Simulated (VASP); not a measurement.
Crystal: SiC3.

```
Si C
1.0
     3.35985    0.00000    0.00000
     0.00000    3.35985    0.00000
     0.00000    0.00000    4.75155
Si C
1 3
Direct
  0.50000 0.50000 0.00000
  0.00000 0.50000 0.25000
  0.50000 0.00000 0.75000
  0.00000 0.00000 0.50000
```

| Quantity | Value |
| --- | --- |
| Program | VASP 6.6.1 |
| Task | relaxation of cell and atoms |
| Functional | PBE |
| Potentials or basis | VASP PAW PBE potentials, release 64 (Si, C) |
| Cutoff | 600 eV |
| k mesh | 6 × 6 × 4 |
| Occupations | gaussian, width 0.1 eV |
| Spin | no spin polarisation |

At the start: pressure -45.2 GPa; volume 13.41 Å³/atom.

**Question.** Where does the relaxation end?

**Answer.** Over 11 steps the energy falls by 1258.7 meV/atom and the volume is 8.07 Å³/atom (-39.8 %); space group P-4m2 (No. 115, to 0.05 Å).

Step by step:
```
step  energy change (eV)  largest force (eV/Å)  pressure (GPa)  volume (Å³)
   1              0.0000                0.8923          -45.25        53.64
   2             -3.9617                5.7778           46.45        29.28
   3             -4.4396                4.4333            2.84        33.26
   4             -4.4497                4.1006           21.16        30.14
   5             -4.9385                0.4230            8.32        31.61
   6             -5.0103                0.3243           -7.68        33.22
   7             -5.0216                0.1411           -3.67        32.78
   8             -5.0331                0.2098            0.28        32.28
   9             -5.0342                0.1284           -0.65        32.39
  10             -5.0347                0.0498            0.35        32.25
  11             -5.0348                0.0041            0.04        32.29
```

Final structure:
```
Si C
1.0
     2.80334    0.00000    0.00000
     0.00000    2.80334    0.00000
     0.00000    0.00000    4.10913
Si C
1 3
Direct
  0.50000 0.50000 0.00000
  0.00000 0.50000 0.28791
  0.50000 0.00000 0.71209
  0.00000 0.00000 0.50000
```

Caveat: the volume moved by over 15 % at a fixed basis, so the end points are rough.
